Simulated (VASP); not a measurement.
Set up this calculation in VASP 6.6.1, as the native input.

```yaml
Task: single point
Functional: PBE
Potentials_or_basis: VASP PAW PBE potentials, release 64 (Cd, Te)
Cutoff: 520 eV
k_mesh: 11 × 11 × 11
Occupations: fermi-dirac, width 0.08 eV
Spin: no spin polarisation
Dipole_correction: no
Further_INCAR_settings: ALGO = Normal; EDIFF = 1e-06; NBANDS = 16
```

The structure of CdTe (zincblende type) lies in POSCAR:

```
CdTe
1.0
    0.0000000000      3.1699467955      3.1699467955
    3.1699467955      0.0000000000      3.1699467955
    3.1699467955      3.1699467955      0.0000000000
Cd Te
1 1
Direct
    0.0000000000      0.0000000000      0.0000000000
    0.2500000000      0.2500000000      0.2500000000
```

This cell differs from its parent crystal: volume scaled by 0.88.

One way to write it, as run:

INCAR

```
SYSTEM = CdTe
  ALGO = Normal
  EDIFF = 1E-6
  ENCUT = 520
  GGA = PE
  ISIF = 2
  ISMEAR = -1
  LASPH = .True.
  LCHARG = .False.
  LREAL = .False.
  LWAVE = .False.
  NBANDS = 16
  NELM = 60
  PREC = Accurate
  SIGMA = 0.08
```

KPOINTS

```
k-points
0
Gamma
  11 11 11
  0 0 0
```

Potentials or basis: VASP PAW PBE potentials, release 64 (Cd, Te).

Run with:

```console
$ cat potpaw_PBE.64/Cd/POTCAR potpaw_PBE.64/Te/POTCAR > POTCAR
$ mpirun -np 1 vasp_std > vasp.out
```

It gave:

The pressure is 6.3 GPa and the band gap on the k mesh is 0.98 eV, direct.

Caveat: spin-orbit coupling is left out, which moves the levels of the heavy elements.

Wall time 46 s on 1 thread of Intel(R) Xeon(R) Platinum 8488C (Sapphire Rapids), on a shared host, peak memory 0.23 GiB.
